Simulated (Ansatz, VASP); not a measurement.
# MgCd3Te4 in VASP and in Ansatz

```
Mg Cd Te
1.0
     4.68533   -0.00020    0.00017
    -0.00027    4.69152   -0.00006
    -0.00009    0.00010   13.03922
Mg Cd Te
1 3 4
Direct
  0.00086 0.00039 0.99996
  0.49980 0.50017 0.24733
  0.99954 0.99912 0.49992
  0.49976 0.50037 0.75255
  0.50072 0.00011 0.12045
  0.99981 0.49930 0.37369
  0.49965 0.00023 0.62640
  0.99986 0.50031 0.87971
```

Change from the starting cell: cell x1, atoms moved at random (sigma 0.15 Å) and cell strained at random (1.5 %), then relaxed without symmetry.

Alike in both runs: functional PBE; k mesh 4 × 4 × 1; occupations gaussian, width 0.1 eV; no spin polarisation.

Ansatz relaxed the structure, and its values are those at the end. VASP's run is a single point on that final structure, the one shown.

|  | VASP | Ansatz |
| --- | --- | --- |
| version | VASP 6.6.1 | Ansatz 0.2.0 |
| potentials or method | VASP PAW PBE potentials, release 64 (Mg, Cd, Te), cutoff 520 eV | scalar-relativistic, plane waves, PAW |
| valence electrons in the cell | 62 | 134 |

|  | VASP | Ansatz | Ansatz less VASP |
| --- | --- | --- | --- |
| gap on the k mesh at the Fermi level (eV) | 0.95 | 0.95 | +0.004 |
| least direct gap on the mesh (eV) | 0.95 | 0.95 | +0.004 |
| pressure (GPa) | 0.1 | 0.0 | -0.08 |
| rms of the force components (eV/Å) | 0.004 | 0.003 | -0.0012 |

VASP's potentials hold 62 valence electrons a cell and Ansatz's 134, so a difference there can come from the potentials and not from the codes.

The k mesh is coarse, so the values compare programs but aren't converged. Neither program's run includes spin-orbit coupling.
